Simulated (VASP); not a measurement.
Here is a VASP 6.6.1 calculation.

File INCAR:

```
SYSTEM = Li
ALGO     = Normal         ! electronic algorithm
EDIFF    = 1E-7           ! SCF threshold, eV
ENCUT    = 520            ! plane-wave cutoff, eV
GGA      = PS             ! functional
ISIF     = 2              ! what is computed and relaxed
ISMEAR   = -1             ! smearing method
LASPH    = .True.         ! aspherical terms in the spheres
LCHARG   = .False.        ! write CHGCAR
LREAL    = .False.        ! projectors in reciprocal space
LWAVE    = .False.        ! write WAVECAR
NBANDS   = 10             ! bands
NELM     = 100            ! most SCF steps
PREC     = Accurate       ! precision mode
SIGMA    = 0.08           ! smearing width, eV
```

The input KPOINTS:

```
k-points
0
Gamma
  15 15 8
  0 0 0
```

POSCAR

```
Li
1.0
    3.0689564278      0.0000000000      0.0000000000
   -1.5344782139      2.6577942296      0.0000000000
    0.0000000000      0.0000000000      5.0241672378
Li
2
Direct
    0.3333333333      0.6666666667      0.2500000000
    0.6666666667      0.3333333333      0.7500000000
```

Potentials or basis: VASP PAW PBE potentials, release 64 (Li_sv).

Command:

```bash
$ cat potpaw_PBE.64/Li_sv/POTCAR > POTCAR
$ mpirun -np 1 vasp_std > vasp.out
```

Task: Predict the band gap on the k mesh.

Result: Zero (bands 3 and 4 overlap by 4.59 eV).
